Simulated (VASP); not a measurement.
Crystal: MgS.

```xyz
4
Lattice="4.1138 0.0000 0.0000 -2.0569 3.5626 0.0000 0.0000 0.0000 6.5584" Properties=species:S:1:pos:R:3 pbc="T T T"
S     2.0569    1.1875    5.7665
S     0.0000    2.3751    2.4873
Mg    0.0000    2.3751    6.5306
Mg    2.0569    1.1875    3.2514
```

Base run:

```yaml
Program: VASP 6.6.1
Functional: LDA
Potentials_or_basis: VASP PAW LDA potentials, release 64 (S, Mg)
Cutoff: 520 eV
k_mesh: 8 × 8 × 4
Occupations: fermi-dirac, width 0.05 eV
Spin: no spin polarisation
```

Its results: band gap on the k mesh 2.88 eV; pressure -5.1 GPa; largest force 0.058 eV/Å.

Task: The run is repeated on the same cell with these changes: functional from LDA to PBEsol; potentials or basis from VASP PAW LDA potentials, release 64 (S, Mg) to VASP PAW PBE potentials, release 64 (S, Mg). What comes out?

Result: Band gap on the k mesh 3.00 eV; pressure -3.3 GPa; largest force 0.051 eV/Å.

Caveats: the cell stands under tension; the PAW data sets were made with another functional, which shifts forces and pressure a little (at least some runs).

